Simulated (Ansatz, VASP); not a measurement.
# One calculation of NiO, two programs

```
Ni O
1.0
     0.00000    2.24063    2.24063
     2.24063    0.00000    2.24063
     2.24063    2.24063    0.00000
Ni O
1 1
Cartesian
  0.0000 0.0000 0.0000
  3.3609 3.3609 3.3609
```

Change from the starting cell: relaxed end of: species swapped into the BeSe type (F-43m, No. 216).

Alike in both runs: functional PBE; k mesh 22 × 22 × 22; occupations gaussian, width 0.1 eV; collinear spin.

Ansatz relaxed the structure, and its values are those at the end. VASP's run is a single point on that final structure, the one shown.

```csv
,VASP,Ansatz
version,VASP 6.6.1,Ansatz 0.2.0
potentials or method,"VASP PAW PBE potentials, release 64 (Ni, O), cutoff 520 eV","scalar-relativistic, plane waves, PAW"
valence electrons in the cell,16,24
```

|  | VASP | Ansatz | Ansatz less VASP |
| --- | --- | --- | --- |
| gap on the k mesh at the Fermi level (eV) | none | none | - |
| pressure (GPa) | 0.3 | 0.0 | -0.24 |
| net moment per atom (μB) | 0.96 | 0.97 | +0.012 |
| size of the moment on the site where the two differ most (μB) | 1.50 | 1.47 | -0.028 |

Site moments also hang on the region over which each program counts them. A gap of «none» marks a metal or a gap that the smearing closes. The functional is the same, so the differences come from potentials, cutoffs and numerics. VASP's potentials hold 16 valence electrons a cell and Ansatz's 24, so a difference there can come from the potentials and not from the codes.
